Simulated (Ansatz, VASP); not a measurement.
Nb3BN4 in VASP and in Ansatz

File INCAR:

```
SYSTEM = Nb3BN4
PREC     = Accurate       ! precision mode
ENCUT    = 600            ! plane-wave cutoff, eV
EDIFF    = 1E-6           ! SCF threshold, eV
ISMEAR   = 0              ! smearing method
SIGMA    = 0.1            ! smearing width, eV
LREAL    = .False.        ! projectors in reciprocal space
LASPH    = .True.         ! aspherical terms in the spheres
NELM     = 60             ! most SCF steps
ALGO     = Normal         ! electronic algorithm
ISIF     = 3              ! what is computed and relaxed
LWAVE    = .False.        ! write WAVECAR
LCHARG   = .False.        ! write CHGCAR
GGA      = PE             ! functional
IBRION   = 2              ! ionic algorithm
NSW      = 90             ! ionic steps
EDIFFG   = -0.04          ! ionic threshold
```

Contents of KPOINTS:

```
regular mesh
0
Gamma
  4 4 4
  0 0 0
```

The input POSCAR:

```
Nb3BN4
1.0
    4.4889053600      0.0000000000      0.0000000000
    0.0000000000      4.4889053600      0.0000000000
    0.0000000000      0.0000000000      4.4889053600
Nb B N
3 1 4
Direct
    0.0000000000      0.5000000000      0.5000000000
    0.5000000000      0.5000000000      0.0000000000
    0.5000000000      0.0000000000      0.5000000000
    0.0000000000      0.0000000000      0.0000000000
    0.2526776800      0.7473223200      0.7473223200
    0.7473223200      0.7473223200      0.2526776800
    0.7473223200      0.2526776800      0.7473223200
    0.2526776800      0.2526776800      0.2526776800
```

Input for Ansatz:

```yaml
crystal:
  lattice:
    - [4.48890536, 0.0, 0.0]
    - [0.0, 4.48890536, 0.0]
    - [0.0, 0.0, 4.48890536]
  atoms:
    - { symbol: Nb, position: [0.0, 0.5, 0.5] }
    - { symbol: Nb, position: [0.5, 0.5, 0.0] }
    - { symbol: Nb, position: [0.5, 0.0, 0.5] }
    - { symbol: B, position: [0.0, 0.0, 0.0] }
    - { symbol: "N", position: [0.25267768, 0.74732232, 0.74732232] }
    - { symbol: "N", position: [0.74732232, 0.74732232, 0.25267768] }
    - { symbol: "N", position: [0.74732232, 0.25267768, 0.74732232] }
    - { symbol: "N", position: [0.25267768, 0.25267768, 0.25267768] }
basis:
  ecutwfc: 420
kpoints:
  mp_grid: { grid: [4, 4, 4] }
hamiltonian:
  xc: pbe
scf:
  occupations: { method: gaussian, width: 0.1 }
  lower_state_search: "off"
output:
  forces: true
  stress: true
  eigenvalues: true
relax:
  adjacent_minimum: "off"
  f_tol: 0.04
  max_steps: 70
  cell: { stress_tol: 0.4 }
```

Change from the starting cell: species swapped into the Cu3AsS4 type (P-43m, No. 215).

Alike in both runs: task relaxation of cell and atoms; functional PBE; k mesh 4 × 4 × 4; occupations gaussian, width 0.1 eV; no spin polarisation.

|  | VASP | Ansatz |
| --- | --- | --- |
| version | VASP 6.6.1 | Ansatz 0.2.0 |
| potentials or method | VASP PAW PBE potentials, release 64 (Nb_sv, B, N), cutoff 600 eV | scalar-relativistic, plane waves, PAW |
| valence electrons in the cell | 62 | 62 |

```tsv
	VASP	Ansatz	Ansatz less VASP
gap on the k mesh at the Fermi level, each at its own relaxed structure (eV)	none	none	-
relaxed volume (Å³/atom)	11.27	11.28	+0.011
relaxed cell length with the largest relative difference (Å)	4.484	4.486	+0.0015
```

A gap of «none» marks a metal or a gap that the smearing closes.
